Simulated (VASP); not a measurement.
# SnS7 (Fm-3m) in VASP: further runs, part 3 of 3

VASP 6.6.1.

## Step 5: Relaxation of cell and atoms, PBE

This run uses another cell than the first one, of 21.58 Å³/atom.

The input, INCAR:

```
ALGO = Normal ; EDIFF = 1E-7
EDIFFG = -0.04 ; ENCUT = 600
GGA = PE ; IBRION = 2
ISIF = 3 ; ISMEAR = 0
LASPH = True ; LCHARG = False
LREAL = False ; LWAVE = False
NELM = 100 ; NSW = 90
PREC = Accurate ; SIGMA = 0.1
```

The input, KPOINTS:

```
k-points
0
Gamma
  4 4 4
```

The input, POSCAR:

```
SnS7
1.0
    0.0000000000      4.4194645100      4.4194645100
    4.4194645100      0.0000000000      4.4194645100
    4.4194645100      4.4194645100      0.0000000000
Sn S
1 7
Direct
    0.0000000000      0.0000000000      0.0000000000
    0.5000000000      0.5000000000      0.5000000000
    0.0000000000      0.5000000000      0.0000000000
    0.5000000000      0.0000000000      0.0000000000
    0.0000000000      0.5000000000      0.5000000000
    0.5000000000      0.0000000000      0.5000000000
    0.0000000000      0.0000000000      0.5000000000
    0.5000000000      0.5000000000      0.0000000000
```

Potentials or basis: VASP PAW PBE potentials, release 64 (Sn_d, S).

Run with:

```sh
> cat potpaw_PBE.64/Sn_d/POTCAR potpaw_PBE.64/S/POTCAR > POTCAR
> mpirun -np 1 vasp_std > vasp.out
```

OUTCAR:

```text
EDIFF = 1E-7
   EDIFFG = -0.04
   ENCUT = 600
   GGA = PE
   IBRION = 2
   ISIF = 3
   ISMEAR = 0
   LASPH = True
   LREAL = False
   NELM = 100
   NSW = 90
   PREC = Accurate

 ion  position               nearest neighbor table
   1  0.000  0.000  0.000-   3 3.13   4 3.13   7 3.13   5 3.13   6 3.13   7 3.13   3 3.13   5 3.13
                             8 3.13   4 3.13   6 3.13   8 3.13
   2  0.500  0.500  0.500-
   3  0.000  0.500  0.000-   1 3.13   1 3.13
   4  0.500  0.000  0.000-   1 3.13   1 3.13
   5  0.000  0.500  0.500-   1 3.13   1 3.13
   6  0.500  0.000  0.500-   1 3.13   1 3.13
   7  0.000  0.000  0.500-   1 3.13   1 3.13
   8  0.500  0.500  0.000-   1 3.13   1 3.13

  LATTYP: Found a face centered cubic cell.
 ALAT       =     8.8389290200

  Lattice vectors:

 A1 = (   0.0000000000,   4.4194645100,   4.4194645100)
 A2 = (   4.4194645100,   0.0000000000,   4.4194645100)
 A3 = (   4.4194645100,   4.4194645100,   0.0000000000)

Analysis of symmetry for initial positions (statically):
=====================================================================
 Subroutine PRICEL returns:
 Original cell was already a primitive cell.

 Routine SETGRP: Setting up the symmetry group for a
 face centered cubic supercell.

 Subroutine GETGRP returns: Found 48 space group operations
 (whereof 48 operations were pure point group operations)
 out of a pool of 48 trial point group operations.

The static configuration has the point symmetry O_h .

Analysis of symmetry for dynamics (positions and initial velocities):
=====================================================================
 Subroutine PRICEL returns:
 Original cell was already a primitive cell.

 Routine SETGRP: Setting up the symmetry group for a
 face centered cubic supercell.

 Subroutine GETGRP returns: Found 48 space group operations
 (whereof 48 operations were pure point group operations)
 out of a pool of 48 trial point group operations.

The dynamic configuration has the point symmetry O_h .

 Subroutine INISYM returns: Found 48 space group operations
 (whereof 48 operations are pure point group operations),
 and found     1 'primitive' translations

----------------------------------------------------------------------------------------

                                     Primitive cell

  volume of cell :     172.6390

  direct lattice vectors                    reciprocal lattice vectors
     0.000000000  4.419464510  4.419464510    -0.113135879  0.113135879  0.113135879
     4.419464510  0.000000000  4.419464510     0.113135879 -0.113135879  0.113135879
     4.419464510  4.419464510  0.000000000     0.113135879  0.113135879 -0.113135879

  length of vectors
     6.250066648  6.250066648  6.250066648     0.195957090  0.195957090  0.195957090

  position of ions in fractional coordinates (direct lattice)
     0.000000000  0.000000000  0.000000000
     0.500000000  0.500000000  0.500000000
     0.000000000  0.500000000  0.000000000
     0.500000000  0.000000000  0.000000000
     0.000000000  0.500000000  0.500000000
     0.500000000  0.000000000  0.500000000
     0.000000000  0.000000000  0.500000000
     0.500000000  0.500000000  0.000000000

  ion indices of the primitive-cell ions
   primitive index   ion index
                 1           1
                 2           2
                 3           3
                 4           4
                 5           5
                 6           6
                 7           7
                 8           8

----------------------------------------------------------------------------------------

 KPOINTS: k-points

Automatic generation of k-mesh.
 Grid dimensions read from file:
 generate k-points for:    4    4    4

 Generating k-lattice:

  Cartesian coordinates                     Fractional coordinates (reciprocal lattice)
    -0.028283970  0.028283970  0.028283970     0.250000000  0.000000000  0.000000000
     0.028283970 -0.028283970  0.028283970     0.000000000  0.250000000  0.000000000
     0.028283970  0.028283970 -0.028283970     0.000000000  0.000000000  0.250000000

  Length of vectors
     0.048989272  0.048989272  0.048989272

  Shift w.r.t. Gamma in fractional coordinates (k-lattice)
     0.000000000  0.000000000  0.000000000

 Subroutine IBZKPT returns following result:
 ===========================================

 Found      8 irreducible k-points:

 Following reciprocal coordinates:
            Coordinates               Weight
  0.000000  0.000000  0.000000      1.000000
  0.250000  0.000000  0.000000      8.000000
  0.500000  0.000000  0.000000      4.000000
  0.250000  0.250000  0.000000      6.000000
  0.500000  0.250000  0.000000     24.000000
 -0.250000  0.250000  0.000000     12.000000
  0.500000  0.500000  0.000000      3.000000
 -0.250000  0.500000  0.250000      6.000000
   k-points           NKPTS =      8   k-points in BZ     NKDIM =      8   number of bands    NBANDS=     33
   number of dos      NEDOS =    301   number of ions     NIONS =      8
   total plane-waves  NPLWV = 125000
   dimension x,y,z NGX =    50 NGY =   50 NGZ =   50
   dimension x,y,z NGXF=   100 NGYF=  100 NGZF=  100
   ions per type =               1   7
   NGX,Y,Z   is equivalent  to a cutoff of  13.30, 13.30, 13.30 a.u.
   NGXF,Y,Z  is equivalent  to a cutoff of  26.60, 26.60, 26.60 a.u.
 SYSTEM =  unknown system
   PREC   = accura    normal or accurate (medium, high low for compatibility)
   ISTART =      0    job   : 0-new  1-cont  2-samecut
   ICHARG =      2    charge: 1-file 2-atom 10-const
   ISPIN  =      1    spin polarized calculation?
   LNONCOLLINEAR =      F non collinear calculations
   LSORBIT =      F    spin-orbit coupling
   LASPH  =      T    aspherical Exc in radial PAW
   ENCUT  =  600.0 eV  44.10 Ry    6.64 a.u.  12.48 12.48 12.48*2*pi/ulx,y,z
   NELM   =    100;   NELMIN=  2; NELMDL= -5     # of ELM steps
   EDIFF  = 0.1E-06   stopping-criterion for ELM
   LREAL  =      F    real-space projection
   EDIFFG = -.4E-01   stopping-criterion for IOM
   NSW    =     90    number of steps for IOM
   IBRION =      2    ionic relax: 0-MD 1-quasi-New 2-CG
   NFREE  =      1    steps in history (QN), initial steepest desc. (CG)
   ISIF   =      3    stress and relaxation
   ISYM   =      2    0-nonsym 1-usesym 2-fastsym
   POTIM  = 0.5000    time-step for ionic-motion
   TEBEG  =    0.0;   TEEND  =   0.0 temperature during run
   PSTRESS=    0.0 pullay stress
   NELECT =      56.0000    total number of electrons
   NUPDOWN=      -1.0000    fix difference up-down
   EMIN   =  10.00;   EMAX   =-10.00  energy-range for DOS
   EFERMI =   0.00;   METHOD = LEGACY
   ISMEAR =     0;   SIGMA  =   0.10  broadening in eV -4-tet -1-fermi 0-gaus
   EFERMI_NEDOS =   21; number of points for ismear=-14 and -15
   IALGO  =     38    algorithm
   IMIX   =      4    mixing-type and parameters
     AMIX     =   0.40;   BMIX     =  1.00
     AMIX_MAG =   1.60;   BMIX_MAG =  1.00
  volume/ion in A,a.u.               =      21.58       145.63
  Fermi-wavevector in a.u.,A,eV,Ry     =   1.124841  2.125642 17.215011  1.265268
  Thomas-Fermi vector in A             =   2.261515
   LORBIT       =      0    0 simple, 1 ext, 2 COOP (PROOUT), +10 PAW based schemes
   GGA     = PE    functional components
   LHFCALC =     F    Hartree Fock is set to
   AEXX    =    0.0000 exact exchange contribution
   IVDW    =     0    specifies the selected vdW correction
   LEPSILON=     F    determine dielectric tensor
   LRPA    =     F    only Hartree local field effects (RPA)
 conjugate gradient relaxation of ions
 non-spin polarized calculation
 Gauss-broadening in eV      SIGMA  =   0.10
  energy-cutoff  :      600.00
  volume of cell :      172.64
 maximum number of plane-waves:      5780
 NGX is ok and might be reduce to    50
   NGX = 25   NGY = 25   NGZ = 25

--------------------------------------- Ionic step        1  -------------------------------------------

 number of electron      56.0000002 magnetization

 Free energy of the ion-electron system (eV)
  ---------------------------------------------------
  ext. energy  EPLUGINS =         0.00000000
  ---------------------------------------------------
  free energy    TOTEN  =       -23.77092299 eV

  energy without entropy =      -23.71869313  energy(sigma->0) =      -23.74480806

 E-fermi :   4.4994     XC(G=0):  -9.9342

 val. band max:        4.4482279047   @ k =  -0.2500   0.5000   0.2500
 cond. band min:       4.5284086605   @ k =   0.5000   0.0000   0.0000
 fundamental gap:      0.0801807558
 Fermi energy:         4.4994348643

 k-point     1 :       0.0000    0.0000    0.0000
  band No.  band energies     occupation
      1     -16.6404      2.00000
      2     -16.6404      2.00000
      3     -16.6404      2.00000
      4     -16.6384      2.00000
      5     -16.6384      2.00000
      6      -9.5831      2.00000
[... 358 lines left out ...]
  energy  without entropy=      -24.6766760404  energy(sigma->0) =      -24.69679078

--------------------------------------- Ionic step        3  -------------------------------------------

 number of electron      55.9999991 magnetization

 Free energy of the ion-electron system (eV)
  ---------------------------------------------------
  ext. energy  EPLUGINS =         0.00000000
  ---------------------------------------------------
  free energy    TOTEN  =       -24.74077649 eV

  energy without entropy =      -24.70171394  energy(sigma->0) =      -24.72124521

 E-fermi :   7.0352     XC(G=0): -10.8557

 val. band max:        6.8629773765   @ k =  -0.2500   0.5000   0.2500
 cond. band min:       7.0440869121   @ k =   0.5000   0.0000   0.0000
 fundamental gap:      0.1811095356
 Fermi energy:         7.0352097609

 k-point     1 :       0.0000    0.0000    0.0000
  band No.  band energies     occupation
      1     -14.2496      2.00000
      2     -14.2495      2.00000
      3     -14.2495      2.00000
      4     -14.2386      2.00000
      5     -14.2386      2.00000
      6      -8.6845      2.00000
[... 312 lines left out ...]
  FREE ENERGIE OF THE ION-ELECTRON SYSTEM (eV)
  ---------------------------------------------------
  free  energy   TOTEN  =       -24.7407764854 eV

  energy  without entropy=      -24.7017139385  energy(sigma->0) =      -24.72124521

 reached required accuracy - stopping structural energy minimisation
```

Run time: 4.5 min. Hardware: 1 thread of Intel Xeon 8259CL, shared host; peak memory 0.38 GiB.

What came out:

* Free energy: -24.7408 eV
* Relaxed volume: 17.76 Å³/atom
* Relaxed cell: a = 5.857 Å, b = 5.857 Å, c = 5.857 Å, α = 60.00°, β = 60.00°, γ = 60.00°
* Space group after relaxing (to 0.1 Å): Fm-3m (No. 225)
* Energy gained by relaxing: 121.2 meV/atom
* Ionic steps: 3
* Pressure after relaxing: -0.1 GPa
* Band gap on the k mesh: zero (bands 28 and 29 overlap by 1.79 eV)

The path:
| step | energy change (eV) | largest force (eV/Å) | pressure (GPa) | volume (Å³) |
| --- | --- | --- | --- | --- |
| 1 | 0.0000 | 0.0000 | -8.38 | 172.64 |
| 2 | -0.9460 | 0.0000 | -1.81 | 145.95 |
| 3 | -0.9699 | 0.0000 | -0.10 | 142.04 |

Final structure:
```
CELL_PARAMETERS angstrom
0.00000 4.14123 4.14123
4.14123 0.00000 4.14123
4.14123 4.14123 0.00000
ATOMIC_POSITIONS crystal
Sn 0.00000 0.00000 0.00000
S 0.50000 0.50000 0.50000
S 0.00000 0.50000 0.00000
S 0.50000 0.00000 0.00000
S 0.00000 0.50000 0.50000
S 0.50000 0.00000 0.50000
S 0.00000 0.00000 0.50000
S 0.50000 0.50000 0.00000
```

Caveat: the volume moved by over 15 % at a fixed basis, so the end points are rough; spin-orbit coupling is left out, which moves the levels of the heavy elements.

## Step 6: Relaxation of cell and atoms, PBE

The input, INCAR:

```
SYSTEM = SnS7
PREC = Accurate
ENCUT = 600
EDIFF = 1E-6
ISMEAR = 0
SIGMA = 0.1
LREAL = .FALSE.
LASPH = .TRUE.
NELM = 100
ALGO = Normal
ISIF = 3
LWAVE = .FALSE.
LCHARG = .FALSE.
GGA = PE
IBRION = 2
NSW = 100
EDIFFG = -0.01
```

The input, KPOINTS:

```
regular mesh
0
G
  8 8 8
  0 0 0
```

Changes to POSCAR since step 5:

```diff
@@ -2,5 +2,5 @@
 1.0
-    0.0000000000      4.4194645100      4.4194645100
-    4.4194645100      0.0000000000      4.4194645100
-    4.4194645100      4.4194645100      0.0000000000
+    0.0000000000      4.1421788868      4.1421788868
+    4.1421788868      0.0000000000      4.1421788868
+    4.1421788868      4.1421788868      0.0000000000
 Sn S
```

Potentials or basis: VASP PAW PBE potentials, release 64 (Sn_d, S).

Run with:

```sh
> cat potpaw_PBE.64/Sn_d/POTCAR potpaw_PBE.64/S/POTCAR > POTCAR
> mpirun -np 1 vasp_std > vasp.out
```

OUTCAR:

```text
SYSTEM = SnS7
   PREC = Accurate
   ENCUT = 600
   EDIFF = 1E-6
   ISMEAR = 0
   LREAL = .FALSE.
   LASPH = .TRUE.
   NELM = 100
   ISIF = 3
   GGA = PE
   IBRION = 2
   NSW = 100
   EDIFFG = -0.01

 ion  position               nearest neighbor table
   1  0.000  0.000  0.000-   3 2.93   4 2.93   7 2.93   5 2.93   6 2.93   7 2.93   3 2.93   5 2.93
                             8 2.93   4 2.93   6 2.93   8 2.93
   2  0.500  0.500  0.500-
   3  0.000  0.500  0.000-   1 2.93   1 2.93
   4  0.500  0.000  0.000-   1 2.93   1 2.93
   5  0.000  0.500  0.500-   1 2.93   1 2.93
[... 1132 lines left out ...]
  in kB        0.0528165      0.0528165      0.0528165      0.0000000     -0.0000000      0.0000000
  external PRESSURE =       0.0528165 kB  Pullay stress =       0.0000000 kB

 VOLUME and BASIS-vectors are now :
 -----------------------------------------------------------------------------
  energy-cutoff  :      600.00
  volume of cell :      141.56
      direct lattice vectors                 reciprocal lattice vectors
     0.000000000  4.136506188  4.136506188    -0.120874955  0.120874955  0.120874955
     4.136506188  0.000000000  4.136506188     0.120874955 -0.120874955  0.120874955
     4.136506188  4.136506188 -0.000000000     0.120874955  0.120874955 -0.120874955

 POSITION                                       TOTAL-FORCE (eV/Angst)
 -----------------------------------------------------------------------------------
      0.00000      0.00000      0.00000        -0.000000      0.000000     -0.000000
      4.13651      4.13651      4.13651         0.000000      0.000000     -0.000000
      6.20476      4.13651      2.06825         0.000000      0.000000      0.000000
      8.27301      6.20476      6.20476         0.000000     -0.000000      0.000000
      4.13651      6.20476      6.20476        -0.000000     -0.000000     -0.000000
      2.06825      4.13651      2.06825        -0.000000      0.000000     -0.000000
      2.06825      6.20476      4.13651         0.000000     -0.000000      0.000000
      2.06825      2.06825      4.13651        -0.000000      0.000000     -0.000000
 -----------------------------------------------------------------------------------
    total drift:                                0.000000      0.000000     -0.000000

  FREE ENERGIE OF THE ION-ELECTRON SYSTEM (eV)
  ---------------------------------------------------
  free  energy   TOTEN  =       -24.8105135189 eV

  energy  without entropy=      -24.7760064812  energy(sigma->0) =      -24.79326000

 reached required accuracy - stopping structural energy minimisation
```

OSZICAR:

```text
N       E                     dE             d eps       ncg     rms          rms(c)
DAV:   1     0.555357209741E+03    0.55536E+03   -0.27003E+04  1930   0.200E+03
DAV:   2     0.592683173763E+02   -0.49609E+03   -0.48556E+03  2027   0.489E+02
[... 12 lines left out ...]
DAV:   1    -0.248146593205E+02   -0.46275E-02   -0.11204E-01  2593   0.282E+00    0.462E-01
DAV:   2    -0.248114275056E+02    0.32318E-02   -0.62731E-03  2471   0.761E-01    0.167E-01
DAV:   3    -0.248105223262E+02    0.90518E-03   -0.25773E-03  2654   0.417E-01    0.463E-02
DAV:   4    -0.248105089064E+02    0.13420E-04   -0.10378E-04  2699   0.675E-02    0.327E-02
DAV:   5    -0.248105112309E+02   -0.23245E-05   -0.11391E-05  2720   0.238E-02    0.772E-03
DAV:   6    -0.248105130328E+02   -0.18019E-05   -0.20214E-06  1445   0.827E-03    0.249E-03
DAV:   7    -0.248105135189E+02   -0.48612E-06   -0.33651E-07  1116   0.373E-03
   2 F= -.24810514E+02 E0= -.24793260E+02  d E =-.482079E-03
```

CONTCAR:

```text
SnS7
   1.00000000000000
     0.0000000000000000    4.1365061883797143    4.1365061883797143
     4.1365061883797143    0.0000000000000000    4.1365061883797143
     4.1365061883797143    4.1365061883797143   -0.0000000000000000
  Sn              S
     1     7
Direct
     0.0000000000000000    0.0000000000000000    0.0000000000000000
     0.5000000000000000    0.5000000000000000    0.5000000000000000
     0.0000000000000000    0.5000000000000000    1.0000000000000000
     0.5000000000000000    1.0000000000000000    1.0000000000000000
     1.0000000000000000    0.5000000000000000    0.5000000000000000
     0.5000000000000000    0.0000000000000000    0.5000000000000000
     1.0000000000000000    0.0000000000000000    0.5000000000000000
     0.5000000000000000    0.5000000000000000    0.0000000000000000

  0.00000000E+00  0.00000000E+00  0.00000000E+00
  0.00000000E+00  0.00000000E+00  0.00000000E+00
  0.00000000E+00  0.00000000E+00  0.00000000E+00
  0.00000000E+00  0.00000000E+00  0.00000000E+00
  0.00000000E+00  0.00000000E+00  0.00000000E+00
  0.00000000E+00  0.00000000E+00  0.00000000E+00
  0.00000000E+00  0.00000000E+00  0.00000000E+00
  0.00000000E+00  0.00000000E+00  0.00000000E+00
```

Wall time 6 min (1 thread of Intel Xeon 8259CL, shared host); peak memory 0.42 GiB.

What came out:

- Free energy: -24.8105 eV
- Relaxed volume: 17.69 Å³/atom
- Relaxed cell: a = 5.850 Å, b = 5.850 Å, c = 5.850 Å, α = 60.00°, β = 60.00°, γ = 60.00°
- Space group after relaxing (to 0.1 Å): Fm-3m (No. 225)
- Energy gained by relaxing: 0.1 meV/atom
- Ionic steps: 2
- Pressure after relaxing: 0.0 GPa
- Band gap on the k mesh: zero (bands 28 and 29 overlap by 1.78 eV)

Step by step:
| step | energy change (eV) | largest force (eV/Å) | pressure (GPa) | volume (Å³) |
| --- | --- | --- | --- | --- |
| 1 | 0.0000 | 0.0000 | -0.26 | 142.14 |
| 2 | -0.0005 | 0.0000 | 0.01 | 141.56 |

Final structure:
```xyz
8
Lattice="0.0000 4.1365 4.1365 4.1365 0.0000 4.1365 4.1365 4.1365 0.0000" Properties=species:S:1:pos:R:3 pbc="T T T"
Sn    0.0000    0.0000    0.0000
S     4.1365    4.1365    4.1365
S     6.2048    4.1365    2.0683
S     8.2730    6.2048    6.2048
S     4.1365    6.2048    6.2048
S     2.0683    4.1365    2.0683
S     2.0683    6.2048    4.1365
S     2.0683    2.0683    4.1365
```

Caveat: spin-orbit coupling is left out, which moves the levels of the heavy elements.

## Step 7: The runs side by side

```csv
task,cell,k mesh,cutoff (eV),gap on the mesh (eV),pressure (GPa),relaxed volume (Å³/atom)
single point,"a = 5.858 Å, angles 60.0°, 8 atoms",4 × 4 × 4,520,none,-0.2,-
single point,"a = 6.250 Å, angles 60.0°, 8 atoms",4 × 4 × 4,520,none,-8.4,-
single point,"a = 5.851 Å, angles 60.0°, 8 atoms",8 × 8 × 8,520,none,-0.1,-
relaxation of cell and atoms,"relaxed from a = 6.250 Å, angles 60.0°, 8 atoms",4 × 4 × 4,600,none,-0.1,17.76
relaxation of cell and atoms,"relaxed from a = 5.858 Å, angles 60.0°, 8 atoms",8 × 8 × 8,600,none,0.0,17.69
```

Alike in all rows: level PBE; potentials or basis VASP PAW PBE potentials, release 64 (Sn_d, S); no spin polarisation; smearing gaussian 0.1 eV.

Caveats: spin-orbit coupling is left out, which moves the levels of the heavy elements; the cell stands under tension (at least some runs); the volume moved by over 15 % at a fixed basis, so the end points are rough (at least some runs).

Total energies depend on the potentials used, so only differences within one code and one set of settings carry meaning.
